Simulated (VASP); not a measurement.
Runs of VASP 6.6.1 on TePb. It takes space group F-43m (No. 216, cubic). Conventional cell: a = 7.283 Å, b = 7.283 Å, c = 7.283 Å, α = 90.00°, β = 90.00°, γ = 90.00°. Within 4.1 Å of Pb (site symmetry -43m) lie 4 Te at 3.15 Å. Within 4.1 Å of Te (site symmetry -43m) lie 4 Pb at 3.15 Å. 

```tsv
level	potentials or basis	grid for exact exchange (PRECFOCK)	share of exact exchange	screening parameter	gap on the mesh (eV)	pressure (GPa)
PBE-based global hybrid with 10 % exact exchange	VASP PAW PBE potentials, release 64 (Pb_d, Te)	Normal	0.1	-	0.98	(b)
HSE06	VASP PAW PBE potentials, release 64 (Pb_d, Te)	Normal	0.25	0.2079 1/Å	0.96	-0.1
LDA	VASP PAW LDA potentials, release 64 (Pb_d, Te)	-	-	-	0.45	-1.7
PBEsol	VASP PAW PBE potentials, release 64 (Pb_d, Te)	-	-	-	(a)	-0.9
PBE	VASP PAW PBE potentials, release 64 (Pb_d, Te)	-	-	-	0.59	(c)
```

Alike in all rows: task single point; no spin polarisation; cell as given; k mesh 4 × 4 × 4; cutoff (eV) 520; smearing gaussian 0.01 eV.

Question: Fill in the values left out.

Answer: (a) 0.52; (b) 0.2; (c) 0.5.

Caveats: spin-orbit coupling is left out, which moves the levels of the heavy elements; the PAW data sets were made with another functional, which shifts forces and pressure a little (at least some runs).

A k mesh can miss the band edges, and the runs leave out spin-orbit coupling on Pb, Te.
